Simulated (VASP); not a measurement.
SnSe2, 3 atoms in the cell. It takes space group P-3m1 (No. 164, trigonal). The conventional cell has a = 3.811 Å, b = 3.811 Å, c = 6.136 Å, α = 90.00°, β = 90.00°, γ = 120.00°. Sn (site symmetry -3m) has 6 Se at 2.68 Å within 3.5 Å. Se (site symmetry 3m) has 3 Sn at 2.68 Å within 3.5 Å. 

* Program: VASP 6.6.1
* Task: relaxation of cell and atoms
* Functional: b88 exchange, pbe correlation
* Potentials or basis: VASP PAW PBE potentials, release 64 (Sn_d, Se)
* Cutoff: 500 eV
* k mesh: 8 × 8 × 5
* Occupations: fermi-dirac, width 0.05 eV
* Spin: no spin polarisation
* Dipole correction: no
* Further INCAR settings: ALGO = Normal; EDIFF = 1e-07; IBRION = 2; EDIFFG = -0.01; NSW = 60; ISIF = 3

Potentials or basis: VASP PAW PBE potentials, release 64 (Sn_d, Se).

The run is started by

```sh
$ cat potpaw_PBE.64/Sn_d/POTCAR potpaw_PBE.64/Se/POTCAR > POTCAR
$ mpirun -np 1 vasp_std > vasp.out
```

Hardware: 1 thread of Intel(R) Xeon(R) 6975P-C (Granite Rapids) (shared host).

**Question.** How long does it take, and how much memory?

**Answer.** Wall time 6.3 min on 1 thread of Intel(R) Xeon(R) 6975P-C (Granite Rapids), with other jobs on the host, peak memory 0.22 GiB. Counts: scf iterations 242, k points 40, ion steps 24.
